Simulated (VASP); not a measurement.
# RuRh2 in VASP: single point with PBE

Aim: the single point of RuRh2 with PBE.

Everything below comes from runs of VASP 6.6.1. Logs are shortened: lines on timing, memory, paths and dates and some standing lists are left out, and cuts for length are marked.

## 1. The cell of the first run

The typed cell holds 6 atoms: a = 3.843 Å, b = 3.843 Å, c = 6.743 Å, α = 90.00°, β = 90.00°, γ = 90.00°.

## 2. Single point, PBE

INCAR reads:

```
ALGO     = Fast           # electronic algorithm
EDIFF    = 1E-6           # SCF threshold, eV
ENCUT    = 520            # plane-wave cutoff, eV
GGA      = PE             # functional
ISIF     = 2              # what is computed and relaxed
ISMEAR   = 0              # smearing method
LASPH    = T              # aspherical terms in the spheres
LCHARG   = F              # write CHGCAR
LREAL    = F              # projectors in reciprocal space
LWAVE    = F              # write WAVECAR
NBANDS   = 53             # bands
NELM     = 80             # most SCF steps
PREC     = Accurate       # precision mode
SIGMA    = 0.1            # smearing width, eV
```

KPOINTS reads:

```
k-points
0
Gamma
  4 4 4
```

POSCAR reads:

```
RuRh2
1.0
    3.8427885467      0.0000000000      0.0000000000
    0.0000000000      3.8427885467      0.0000000000
    0.0000000000      0.0000000000      6.7434628324
Ru Rh
2 4
Direct
    0.0000000000      0.0000000000      0.0000000000
    0.5000000000      0.5000000000      0.5000000000
    0.0000000000      0.5000000000      0.2499463197
    0.0000000000      0.5000000000      0.7499463197
    0.5000000000      0.0000000000      0.2500536803
    0.5000000000      0.0000000000      0.7500536803
```

Potentials or basis: VASP PAW PBE potentials, release 64 (Ru_pv, Rh_pv).

The run is started by

```console
$ cat potpaw_PBE.64/Ru_pv/POTCAR potpaw_PBE.64/Rh_pv/POTCAR > POTCAR
$ mpirun -np 1 vasp_std > vasp.out
```

OUTCAR:

```text
EDIFF = 1E-6
   ENCUT = 520
   GGA = PE
   ISIF = 2
   ISMEAR = 0
   LASPH = T
   LREAL = F
   NELM = 80
   PREC = Accurate

 ion  position               nearest neighbor table
   1  0.000  0.000  0.000-   3 2.56   6 2.56   3 2.56   6 2.56   5 2.56   4 2.56   5 2.56   4 2.56

   2  0.500  0.500  0.500-   4 2.56   5 2.56   5 2.56   4 2.56   3 2.56   6 2.56   3 2.56   6 2.56

   3  0.000  0.500  0.250-   1 2.56   1 2.56   2 2.56   2 2.56   5 2.72   5 2.72   5 2.72   5 2.72

   4  0.000  0.500  0.750-   2 2.56   2 2.56   1 2.56   1 2.56   6 2.72   6 2.72   6 2.72   6 2.72

   5  0.500  0.000  0.250-   2 2.56   2 2.56   1 2.56   1 2.56   3 2.72   3 2.72   3 2.72   3 2.72

   6  0.500  0.000  0.750-   1 2.56   1 2.56   2 2.56   2 2.56   4 2.72   4 2.72   4 2.72   4 2.72

  LATTYP: Found a simple tetragonal cell.
 ALAT       =     3.8427885467
 C/A-ratio  =     1.7548357789

  Lattice vectors:

 A1 = (   3.8427885467,   0.0000000000,   0.0000000000)
 A2 = (   0.0000000000,   3.8427885467,   0.0000000000)
 A3 = (   0.0000000000,   0.0000000000,   6.7434628324)

Analysis of symmetry for initial positions (statically):
=====================================================================
 Subroutine PRICEL returns:
 Original cell was already a primitive cell.

 Routine SETGRP: Setting up the symmetry group for a
 simple tetragonal supercell.

 Subroutine GETGRP returns: Found 16 space group operations
 (whereof  8 operations were pure point group operations)
 out of a pool of 16 trial point group operations.

The static configuration has the point symmetry D_2d.
 The point group associated with its full space group is D_4h.

Analysis of symmetry for dynamics (positions and initial velocities):
=====================================================================
 Subroutine PRICEL returns:
 Original cell was already a primitive cell.

 Routine SETGRP: Setting up the symmetry group for a
 simple tetragonal supercell.

 Subroutine GETGRP returns: Found 16 space group operations
 (whereof  8 operations were pure point group operations)
 out of a pool of 16 trial point group operations.

The dynamic configuration has the point symmetry D_2d.
 The point group associated with its full space group is D_4h.

 Subroutine INISYM returns: Found 16 space group operations
 (whereof  8 operations are pure point group operations),
 and found     1 'primitive' translations

----------------------------------------------------------------------------------------

                                     Primitive cell

  volume of cell :      99.5809

  direct lattice vectors                    reciprocal lattice vectors
     3.842788547  0.000000000  0.000000000     0.260227693  0.000000000  0.000000000
     0.000000000  3.842788547  0.000000000     0.000000000  0.260227693  0.000000000
     0.000000000  0.000000000  6.743462832     0.000000000  0.000000000  0.148291764

  length of vectors
     3.842788547  3.842788547  6.743462832     0.260227693  0.260227693  0.148291764

  position of ions in fractional coordinates (direct lattice)
     0.000000000  0.000000000  0.000000000
     0.500000000  0.500000000  0.500000000
     0.000000000  0.500000000  0.249946320
     0.000000000  0.500000000  0.749946320
     0.500000000  0.000000000  0.250053680
     0.500000000  0.000000000  0.750053680

  ion indices of the primitive-cell ions
   primitive index   ion index
                 1           1
                 2           2
                 3           3
                 4           4
                 5           5
                 6           6

----------------------------------------------------------------------------------------

 KPOINTS: k-points

Automatic generation of k-mesh.
 Grid dimensions read from file:
 generate k-points for:    4    4    4

 Generating k-lattice:

  Cartesian coordinates                     Fractional coordinates (reciprocal lattice)
     0.065056923  0.000000000  0.000000000     0.250000000  0.000000000  0.000000000
     0.000000000  0.065056923  0.000000000     0.000000000  0.250000000  0.000000000
     0.000000000  0.000000000  0.037072941     0.000000000  0.000000000  0.250000000

  Length of vectors
     0.065056923  0.065056923  0.037072941

  Shift w.r.t. Gamma in fractional coordinates (k-lattice)
     0.000000000  0.000000000  0.000000000

 Subroutine IBZKPT returns following result:
 ===========================================

 Found     18 irreducible k-points:

 Following reciprocal coordinates:
            Coordinates               Weight
  0.000000  0.000000  0.000000      1.000000
  0.250000  0.000000  0.000000      4.000000
  0.500000  0.000000  0.000000      2.000000
  0.250000  0.250000  0.000000      4.000000
  0.500000  0.250000  0.000000      4.000000
  0.500000  0.500000  0.000000      1.000000
[... 10 lines left out ...]
  0.500000  0.250000  0.500000      4.000000
  0.500000  0.500000  0.500000      1.000000
   k-points           NKPTS =     18   k-points in BZ     NKDIM =     18   number of bands    NBANDS=     53
   number of dos      NEDOS =    301   number of ions     NIONS =      6
   total plane-waves  NPLWV =  45000
   dimension x,y,z NGX =    30 NGY =   30 NGZ =   50
   dimension x,y,z NGXF=    60 NGYF=   60 NGZF=  100
   ions per type =               2   4
   NGX,Y,Z   is equivalent  to a cutoff of  12.98, 12.98, 12.33 a.u.
   NGXF,Y,Z  is equivalent  to a cutoff of  25.96, 25.96, 24.65 a.u.
 SYSTEM =  unknown system
   PREC   = accura    normal or accurate (medium, high low for compatibility)
   ISTART =      0    job   : 0-new  1-cont  2-samecut
   ICHARG =      2    charge: 1-file 2-atom 10-const
   ISPIN  =      1    spin polarized calculation?
   LNONCOLLINEAR =      F non collinear calculations
   LSORBIT =      F    spin-orbit coupling
   LASPH  =      T    aspherical Exc in radial PAW
   ENCUT  =  520.0 eV  38.22 Ry    6.18 a.u.   7.15  7.15 12.54*2*pi/ulx,y,z
   NELM   =     80;   NELMIN=  2; NELMDL= -5     # of ELM steps
   EDIFF  = 0.1E-05   stopping-criterion for ELM
   LREAL  =      F    real-space projection
   EDIFFG = 0.1E-04   stopping-criterion for IOM
   NSW    =      0    number of steps for IOM
   IBRION =     -1    ionic relax: 0-MD 1-quasi-New 2-CG
   NFREE  =      0    steps in history (QN), initial steepest desc. (CG)
   ISIF   =      2    stress and relaxation
   ISYM   =      2    0-nonsym 1-usesym 2-fastsym
   POTIM  = 0.5000    time-step for ionic-motion
   TEBEG  =    0.0;   TEEND  =   0.0 temperature during run
   PSTRESS=    0.0 pullay stress
   NELECT =      88.0000    total number of electrons
   NUPDOWN=      -1.0000    fix difference up-down
   EMIN   =  10.00;   EMAX   =-10.00  energy-range for DOS
   EFERMI =   0.00;   METHOD = LEGACY
   ISMEAR =     0;   SIGMA  =   0.10  broadening in eV -4-tet -1-fermi 0-gaus
   EFERMI_NEDOS =   21; number of points for ismear=-14 and -15
   IALGO  =     68    algorithm
   IMIX   =      4    mixing-type and parameters
     AMIX     =   0.40;   BMIX     =  1.00
     AMIX_MAG =   1.60;   BMIX_MAG =  1.00
  volume/ion in A,a.u.               =      16.60       112.00
  Fermi-wavevector in a.u.,A,eV,Ry     =   1.571003  2.968766 33.579874  2.468051
  Thomas-Fermi vector in A             =   2.672652
   LORBIT       =      0    0 simple, 1 ext, 2 COOP (PROOUT), +10 PAW based schemes
   GGA     = PE    functional components
   LHFCALC =     F    Hartree Fock is set to
   AEXX    =    0.0000 exact exchange contribution
   IVDW    =     0    specifies the selected vdW correction
   LEPSILON=     F    determine dielectric tensor
   LRPA    =     F    only Hartree local field effects (RPA)
 non-spin polarized calculation
 RMM-DIIS sequential band-by-band and
 Gauss-broadening in eV      SIGMA  =   0.10
  energy-cutoff  :      520.00
  volume of cell :       99.58
 maximum number of plane-waves:      2704
 NGX is ok and might be reduce to    30
   NGX = 15   NGY = 15   NGZ = 25

 number of electron      88.0000044 magnetization

 Free energy of the ion-electron system (eV)
  ---------------------------------------------------
  ext. energy  EPLUGINS =         0.00000000
  ---------------------------------------------------
  free energy    TOTEN  =       -43.89212832 eV

  energy without entropy =      -43.82689604  energy(sigma->0) =      -43.85951218

 E-fermi :   9.1892     XC(G=0): -12.6276

 val. band max:        9.1807724190   @ k =   0.5000   0.0000   0.0000
 cond. band min:       9.2000266606   @ k =   0.5000   0.2500   0.0000
 fundamental gap:      0.0192542416
 Fermi energy:         9.1891708137

 k-point     1 :       0.0000    0.0000    0.0000
  band No.  band energies     occupation
      1     -37.4331      2.00000
      2     -37.4331      2.00000
      3     -37.4081      2.00000
      4     -37.4081      2.00000
      5     -37.2926      2.00000
      6     -37.2853      2.00000
[... 45 lines left out ...]
     52      13.3932      0.00000
     53      13.3932      0.00000

 k-point     2 :       0.2500    0.0000    0.0000
  band No.  band energies     occupation
      1     -37.3857      2.00000
      2     -37.3818      2.00000
      3     -37.3778      2.00000
      4     -37.3626      2.00000
      5     -37.2832      2.00000
      6     -37.2696      2.00000
[... 45 lines left out ...]
     52      11.2349      0.00000
     53      15.5424      0.00000

 k-point     3 :       0.5000    0.0000    0.0000
  band No.  band energies     occupation
      1     -37.2823      2.00000
      2     -37.2823      2.00000
      3     -37.2709      2.00000
      4     -37.2709      2.00000
      5     -37.2707      2.00000
      6     -37.2707      2.00000
[... 45 lines left out ...]
     52      12.7330      0.00000
     53      13.3139      0.00000
[... 729 lines left out ...]
 k-point    17 :       0.5000    0.2500    0.5000
  band No.  band energies     occupation
      1     -37.4218      2.00000
      2     -37.4218      2.00000
      3     -37.3948      2.00000
      4     -37.3948      2.00000
      5     -37.2587      2.00000
      6     -37.2587      2.00000
[... 45 lines left out ...]
     52      10.9684      0.00000
     53      15.2276      0.00000

 k-point    18 :       0.5000    0.5000    0.5000
  band No.  band energies     occupation
      1     -37.4872      2.00000
      2     -37.4872      2.00000
      3     -37.4468      2.00000
      4     -37.4468      2.00000
      5     -37.2547      2.00000
      6     -37.2547      2.00000
[... 45 lines left out ...]
     52      11.5132      0.00000
     53      12.6597      0.00000

------------------------ aborting loop because EDIFF is reached ----------------------------------------

  FORCE on cell =-STRESS in cart. coord.  units (eV):
  Direction    XX          YY          ZZ          XY          YZ          ZX
  --------------------------------------------------------------------------------------
  -------------------------------------------------------------------------------------
  Total        0.0292327      0.0292327     -0.0401069      0.0000000      0.0000000      0.0000000
  in kB        0.4703317      0.4703317     -0.6452880      0.0000000      0.0000000      0.0000000
  external PRESSURE =       0.0984585 kB  Pullay stress =       0.0000000 kB

 VOLUME and BASIS-vectors are now :
 -----------------------------------------------------------------------------
  energy-cutoff  :      520.00
  volume of cell :       99.58
      direct lattice vectors                 reciprocal lattice vectors
     3.842788547  0.000000000  0.000000000     0.260227693  0.000000000  0.000000000
     0.000000000  3.842788547  0.000000000     0.000000000  0.260227693  0.000000000
     0.000000000  0.000000000  6.743462832     0.000000000  0.000000000  0.148291764

 POSITION                                       TOTAL-FORCE (eV/Angst)
 -----------------------------------------------------------------------------------
      0.00000      0.00000      0.00000        -0.000000      0.000000      0.000000
      1.92139      1.92139      3.37173         0.000000      0.000000      0.000000
      0.00000      1.92139      1.68550        -0.000000     -0.000000      0.001190
      0.00000      1.92139      5.05724         0.000000      0.000000      0.001190
      1.92139      0.00000      1.68623        -0.000000      0.000000     -0.001190
      1.92139      0.00000      5.05796        -0.000000      0.000000     -0.001190
 -----------------------------------------------------------------------------------
    total drift:                                0.000000      0.000000     -0.000000

  FREE ENERGIE OF THE ION-ELECTRON SYSTEM (eV)
  ---------------------------------------------------
  free  energy   TOTEN  =       -43.8921283154 eV

  energy  without entropy=      -43.8268960388  energy(sigma->0) =      -43.85951218
```

Run time: 52 s. Hardware: 1 thread of AMD EPYC 9R45 (Zen 5), shared host; peak memory 0.21 GiB.

Results:

```
Free energy            : -43.8921 eV
Pressure               : 0.0 GPa
Band gap on the k mesh : zero (bands 44 and 45 overlap by 0.66 eV)
```

Caveat: the k points lie up to 0.41 Å⁻¹ apart, too coarse for converged energies and pressures of a metal.
